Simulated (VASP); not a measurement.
Input of a VASP 6.6.1 run:

The input INCAR:

```
SYSTEM = Sn
PREC = Accurate
ENCUT = 500
EDIFF = 1E-6
ISMEAR = 0
SIGMA = 0.025
LREAL = .False.
LASPH = .True.
NELM = 120
ALGO = Normal
ISIF = 2
LWAVE = .False.
LCHARG = .True.
GGA = PE
LELF = .True.
LVHAR = .True.
NBANDS = 13
GGA_COMPAT = .False.
```

The input KPOINTS:

```
regular mesh
0
Gamma
  10 10 10
  0 0 0
```

Contents of POSCAR:

```
Sn
1.0
   -1.8946518192      1.8946518192      1.8946518192
    1.8946518192     -1.8946518192      1.8946518192
    1.8946518192      1.8946518192     -1.8946518192
Sn
1
Direct
    0.0000000000      0.0000000000      0.0000000000
```

Potentials or basis: VASP PAW PBE potentials, release 64 (Sn_d).

Command:

```console
$ cat potpaw_PBE.64/Sn_d/POTCAR > POTCAR
$ mpirun -np 1 vasp_std > vasp.out
```

Estimate the pressure.

0.6 GPa.

Predict the band gap on the k mesh.

zero (band 7 reaches 16.04 eV, above the bottom of band 8 at 5.80 eV).

Caveat: spin-orbit coupling is left out, which moves the levels of the heavy elements.
